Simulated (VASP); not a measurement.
TaTi3, 4 atoms in the cell. It takes space group I4/mmm (No. 139, tetragonal). The conventional cell has a = 4.022 Å, b = 4.022 Å, c = 8.854 Å, α = 90.00°, β = 90.00°, γ = 90.00°. Ta (site symmetry 4/mmm) has 12 Ti at 2.84 to 2.99 Å within 3.7 Å. Within 3.7 Å of Ti (site symmetry 4/mmm) lie 4 Ta at 2.84 Å and 8 Ti at 2.99 Å. Within 3.7 Å of Ti (site symmetry -4m2) lie 8 Ti at 2.84 to 2.99 Å and 4 Ta at 2.99 Å. 

* Program: VASP 6.6.1
* Task: single point
* Functional: PBEsol
* Potentials or basis: VASP PAW PBE potentials, release 64 (Ta_pv, Ti_sv)
* Cutoff: 520 eV
* k mesh: 9 × 9 × 9
* Occupations: fermi-dirac, width 0.05 eV
* Spin: no spin polarisation
* Dipole correction: no
* Further INCAR settings: ALGO = Fast; EDIFF = 1e-07; NBANDS = 32

Potentials or basis: VASP PAW PBE potentials, release 64 (Ta_pv, Ti_sv).

Command:

```sh
$ cat potpaw_PBE.64/Ta_pv/POTCAR potpaw_PBE.64/Ti_sv/POTCAR > POTCAR
$ mpirun -np 1 vasp_std > vasp.out
```

Hardware: 1 thread of Intel(R) Xeon(R) 6975P-C (Granite Rapids), on a shared host.

Task: Estimate the wall time of this run.

Result: Wall time 7 min on 1 thread of Intel(R) Xeon(R) 6975P-C (Granite Rapids) (shared host), peak memory 0.34 GiB. Counts: scf iterations 45, k points 75.
